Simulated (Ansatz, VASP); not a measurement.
# Co: VASP beside Ansatz

```xyz
4
Lattice="2.4279 0.0000 0.0000 -1.2140 2.1026 0.0000 0.0000 0.0000 7.8518" Properties=species:S:1:pos:R:3 pbc="T T T"
Co   -1.2140    2.1026    7.8518
Co    0.0000    0.0000    3.9259
Co    0.0000    1.4018    1.9630
Co    1.2140    0.7009    5.8889
```

Alike in both runs: task single point; functional BLYP; k mesh 16 × 16 × 5; occupations fermi-dirac, width 0.05 eV; collinear spin.

|  | VASP | Ansatz |
| --- | --- | --- |
| version | VASP 6.6.1 | Ansatz 0.2.0 |
| potentials or method | VASP PAW PBE potentials, release 64 (Co), cutoff 520 eV | plane waves (420 eV) with PAW, scalar-relativistic |
| valence electrons in the cell | 36 | 68 |

```tsv
	VASP	Ansatz	Ansatz less VASP
net moment per atom (μB)	1.54	1.55	+0.007
size of the moment on the site where the two differ most (μB)	1.55	1.61	+0.064
```

VASP's potentials were made for PBE, not for BLYP. Site moments also hang on the region over which each program counts them. With one functional, cell and mesh, what is left measures potentials, basis and numerics. VASP's potentials hold 36 valence electrons a cell and Ansatz's 68, so a difference there can come from the potentials and not from the codes.
